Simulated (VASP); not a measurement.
## Sn: single point with PBEsol

Sn:

```
Sn
1.0
    -1.77878    1.77878    1.91920
     1.77878   -1.77878    1.91920
     1.77878    1.77878   -1.91920
Sn
1
Cartesian
  0.0000 0.0000 0.0000
```

This cell differs from its parent crystal: strain -0.050 along x and y, +0.025 along z.

```json
{
 "Program": "VASP 6.6.1",
 "Task": "single point",
 "Functional": "PBEsol",
 "Potentials or basis": "VASP PAW PBE potentials, release 64 (Sn_d)",
 "Cutoff": "520 eV",
 "k mesh": "22 × 22 × 22",
 "Occupations": "gaussian, width 0.15 eV",
 "Spin": "no spin polarisation"
}
```

The pressure is 5.0 GPa and the band gap on the k mesh is zero (bands 7 and 8 overlap by 11.50 eV).

Stress tensor (GPa, compression positive):
```
4.93 0.00 0.00
0.00 4.93 0.00
0.00 0.00 5.01
```

Levels at points of the mesh, in eV from the Fermi level:
```
           k point  band 4  band 5  band 6  band 7  band 8  band 9  band 10  band 11
(0.00, 0.00, 0.00)  -21.37  -21.33  -11.98    8.74    9.09    9.09    11.70    12.90
(0.50, 0.00, 0.00)  -21.34  -21.23   -6.73   -5.11    4.38    6.28     9.09     9.14
(0.50, 0.50, 0.00)  -21.33  -21.22   -6.18   -4.87    3.35    4.88     7.85     7.85
(0.50, 0.50, 0.50)  -21.25  -21.25   -2.03   -1.61   -0.08   -0.08     3.68     4.22
```

It took 63 s on 1 thread of Intel(R) Xeon(R) 6975P-C (Granite Rapids) (shared host), peak memory 0.34 GiB.

Caveat: the cell differs from its parent crystal (strain -0.050 along x and y, +0.025 along z); the cell stands under pressure; the PAW data sets were made with another functional, which shifts forces and pressure a little; spin-orbit coupling is left out, which moves the levels of the heavy elements.
